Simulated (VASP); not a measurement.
Write the native input for VASP 6.6.1 that does the following.

```
Task                   : single point
Functional             : LDA
Potentials or basis    : VASP PAW LDA potentials, release 64 (I)
Cutoff                 : 520 eV
k mesh                 : 13 × 13 × 13
Occupations            : fermi-dirac, width 0.08 eV
Spin                   : no spin polarisation
Dipole correction      : no
Further INCAR settings : ALGO = Normal; EDIFF = 1e-07; NBANDS = 10
```

The structure of I lies in POSCAR:

```
I
1.0
   -1.6831343992      1.6831343992      1.6831343992
    1.6831343992     -1.6831343992      1.6831343992
    1.6831343992      1.6831343992     -1.6831343992
I
1
Direct
    0.0000000000      0.0000000000      0.0000000000
```

The input as run:

INCAR

```
SYSTEM = I
ALGO = Normal
EDIFF = 1E-7
ENCUT = 520
ISIF = 2
ISMEAR = -1
LASPH = .True.
LCHARG = .False.
LREAL = .False.
LWAVE = .False.
NBANDS = 10
NELM = 100
PREC = Accurate
SIGMA = 0.08
```

KPOINTS

```
k-points
0
Gamma
  13 13 13
  0 0 0
```

Potentials or basis: VASP PAW LDA potentials, release 64 (I).

Run with:

```console
$ cat potpaw_LDA.64/I/POTCAR > POTCAR
$ mpirun -np 1 vasp_std > vasp.out
```

Results of the run:

```
Pressure               : 66.8 GPa
Band gap on the k mesh : zero (an odd number of electrons rules out a gap without spin polarisation)
```

Caveat: the cell stands under pressure; spin-orbit coupling is left out, which moves the levels of the heavy elements; an odd number of electrons without spin polarisation forces a metal; a magnetic or distorted state may lie lower.

Wall time 6.3 s on 1 thread of Intel(R) Xeon(R) Platinum 8375C CPU @ 2.90GHz (Ice Lake), with other jobs on the host, peak memory 0.14 GiB.
